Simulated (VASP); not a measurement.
## Al15CuN16 (a cell with a defect): single point with PBE

System: Al15CuN16 (a cell with a defect).

```
Al Cu N
1.0
     6.25951    0.00000    0.00000
    -3.12976    5.42090    0.00000
     0.00000    0.00000   10.03481
Al Cu N
15 1 16
Direct
  0.33436 0.16665 0.24996
  0.33494 0.16732 0.74986
  0.16724 0.33481 0.00037
  0.33660 0.66719 0.25093
  0.16566 0.83355 0.50194
  0.33661 0.67160 0.75052
  0.16716 0.83368 0.00057
  0.83375 0.16439 0.25120
  0.66820 0.33540 0.50172
  0.83146 0.16632 0.75015
  0.66722 0.33426 0.00069
  0.83515 0.66621 0.25089
  0.66882 0.83287 0.50207
  0.83449 0.66758 0.75146
  0.66809 0.83378 0.00038
  0.16200 0.33943 0.49884
  0.33738 0.16391 0.43899
  0.16875 0.33225 0.19043
  0.33220 0.16851 0.94035
  0.16845 0.33578 0.69699
  0.34503 0.68561 0.43999
  0.16942 0.83181 0.19009
  0.33362 0.66951 0.94050
  0.16841 0.83380 0.69121
  0.81561 0.15549 0.43966
  0.66968 0.33200 0.19027
  0.83259 0.16876 0.94051
  0.66856 0.33374 0.69113
  0.83375 0.66747 0.44057
  0.67003 0.83084 0.18921
  0.83317 0.66812 0.94072
  0.66967 0.83308 0.69187
```

* Program: VASP 6.6.1
* Task: single point
* Functional: PBE
* Potentials or basis: VASP PAW PBE potentials, release 64 (Al, Cu, N)
* Cutoff: 520 eV
* k mesh: 2 × 2 × 2, shifted
* Occupations: fermi-dirac, width 0.01 eV
* Spin: no spin polarisation
* Dipole correction: no
* Further INCAR settings: LREAL = Auto; ALGO = Normal; EDIFF = 1e-06; NBANDS = 90

| Item | Value |
| --- | --- |
| Pressure | 1.2 GPa |
| Largest force | 0.399 eV/Å |

Forces on the atoms (eV/Å):
```
Al   0.178 -0.087 -0.047
Al   0.016 -0.001 -0.096
Al  -0.125  0.046 -0.178
Al   0.031 -0.032 -0.205
Al  -0.129  0.195 -0.033
Al   0.062 -0.182 -0.083
Al  -0.129  0.087 -0.090
Al   0.059 -0.018 -0.270
Al  -0.252  0.022 -0.023
Al   0.210  0.039 -0.031
Al  -0.097  0.056 -0.102
Al   0.158 -0.090 -0.187
Al   0.191 -0.160  0.222
Al   0.145 -0.082 -0.068
Al  -0.114  0.093 -0.147
Cu   0.226 -0.133 -0.013
N    0.331 -0.197  0.103
N   -0.198  0.122  0.148
N    0.213 -0.083  0.133
N   -0.106  0.003  0.309
N   -0.213 -0.020 -0.133
N   -0.195  0.060  0.091
N    0.180 -0.100  0.132
N   -0.157  0.091  0.075
N   -0.095  0.263 -0.108
N   -0.179  0.119  0.079
N    0.169 -0.133  0.106
N   -0.161  0.086  0.054
N    0.156 -0.088  0.105
N   -0.164  0.111  0.191
N    0.164 -0.091  0.071
N   -0.173  0.103 -0.004
```

Stress tensor (GPa, compression positive):
```
 1.06 -0.44  0.04
-0.44  0.66  0.03
 0.04  0.03  1.88
```

Levels at points of the mesh, in eV from the Fermi level:
```csv
k point,band 65,band 66,band 67,band 68,band 69,band 70,band 71,band 72
"(0.25, 0.25, 0.25)",-1.11,-1.03,-0.60,-0.03,0.01,4.94,5.38,5.58
```

It took 11 min on 1 thread of Intel(R) Xeon(R) Platinum 8488C (Sapphire Rapids) (shared host), peak memory 0.56 GiB.

Caveat: the k points lie up to 0.58 Å⁻¹ apart.
